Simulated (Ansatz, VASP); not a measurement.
# One calculation of Te2Mo, two programs

```
Te Mo
1.0
     3.50400    0.00000    0.00000
    -1.75200    3.03455    0.00000
     0.00000    0.00000   33.26988
Te Mo
2 1
Direct
  0.33333 0.66667 0.44160
  0.33333 0.66667 0.55840
  0.66667 0.33333 0.50000
```

Alike in both runs: task single point; functional PBE; dispersion D3(BJ); k mesh 9 × 9 × 1; occupations gaussian, width 0.02 eV; no spin polarisation.

|  | VASP | Ansatz |
| --- | --- | --- |
| version | VASP 6.6.1 | Ansatz 0.2.0 |
| potentials or method | VASP PAW PBE potentials, release 64 (Te, Mo_sv), cutoff 520 eV | scalar-relativistic, plane waves, PAW |
| valence electrons in the cell | 26 | 46 |

```csv
,VASP,Ansatz,Ansatz less VASP
gap on the k mesh at the Fermi level (eV),0.99,0.99,-0.002
least direct gap on the mesh (eV),1.28,1.28,-0.001
rms of the force components (eV/Å),0.681,0.684,+0.0034
```

VASP's potentials hold 26 valence electrons a cell and Ansatz's 46, so a difference there can come from the potentials and not from the codes.

Neither program's run includes spin-orbit coupling.
